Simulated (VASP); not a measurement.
Input of a VASP 6.6.1 run:

File INCAR:

```
PREC     = Accurate       # precision mode
ENCUT    = 520            # plane-wave cutoff, eV
EDIFF    = 1E-7           # SCF threshold, eV
ISMEAR   = 0              # smearing method
SIGMA    = 0.02           # smearing width, eV
LREAL    = Auto         
LASPH    = True           # aspherical terms in the spheres
NELM     = 150            # most SCF steps
ALGO     = Normal         # electronic algorithm
ISIF     = 2              # what is computed and relaxed
LWAVE    = False          # write WAVECAR
LCHARG   = False          # write CHGCAR
ISPIN    = 2              # spin polarisation
MAGMOM   = 0 0 0 0 0 0 0 0.143 0 0.143 0 0 0.143 0.143 0 0.143 0 0 0 0 0.143 0.143 0 # initial moments
LORBIT   = 11             # projections on sites
LMAXMIX  = 4              # l up to which the mixer works
GGA      = PS             # functional
NELECT   = 167.0        
NBANDS   = 104            # bands
```

KPOINTS

```
Automatic mesh
0
Gamma
  2 2 2
  0.5 0.5 0.5
```

POSCAR

```
Hf7O16
1.0
    4.2172845437      0.0000000000      5.1949679113
   -5.0956762395      5.1770571806      0.0019234373
   -5.0956762395     -5.1770571806      0.0019234373
Hf O
7 16
Direct
    0.7175259242      0.4486360456      0.9884961329
    0.7917269029      0.0218214506      0.0675357639
    0.7985405947      0.5377820637      0.5559933831
    0.3010878683      0.5691979012      0.0230440631
    0.2847533995      0.0520394739      0.5066802271
    0.2147739928      0.4803017812      0.4455576716
    0.2095273761      0.9916592378      0.9359296027
    1.0104673453      0.1521088521      0.3927448812
    0.9858376373      0.6417006680      0.8983029460
    0.4969166090      0.5737330126      0.3494995173
    0.5275336207      0.1148664574      0.8570856689
    0.0131281268      0.3626347141      0.0951969950
    0.0437428344      0.8582351148      0.6119453535
    0.4710551680      0.8972041058      0.1091119904
    0.4969727370      0.4066955202      0.6526103510
    0.2570622317      0.7727091827      0.4120603279
    0.3406202073      0.3085042133      0.9589797112
    0.1770088106      0.5428905774      0.7012465508
    0.1699854934      0.0413703310      0.1915854567
    0.6789555500      0.7042452393      0.0493020927
    0.6601466281      0.2198745828      0.5603623197
    0.8167635790      0.9242340337      0.8116335122
    0.8288027309      0.4466022314      0.3043571057
```

Potentials or basis: VASP PAW PBE potentials, release 64 (Hf_pv, O).

Launch:

```console
$ cat potpaw_PBE.64/Hf_pv/POTCAR potpaw_PBE.64/O/POTCAR > POTCAR
$ mpirun -np 1 vasp_std > vasp.out
```

(1) Predict the largest force.

(2) Predict the net moment.

(3) Estimate the site moments.

Results:

(1) 0.142 eV/Å.

(2) -3.00 μB per cell.

(3) Hf +0.01, +0.02, +0.03 (each value once); O -0.06, -0.03, -0.07, -0.04, -0.02, -0.10, -0.15, -0.41, -0.08, -0.09, -0.13, -0.57, -0.54, -0.16 (each value once) μB.

Caveat: the k points lie up to 0.56 Å⁻¹ apart; the cell carries a net charge on a neutralising background, which shifts energy and pressure; the PAW data sets were made with another functional, which shifts forces and pressure a little.
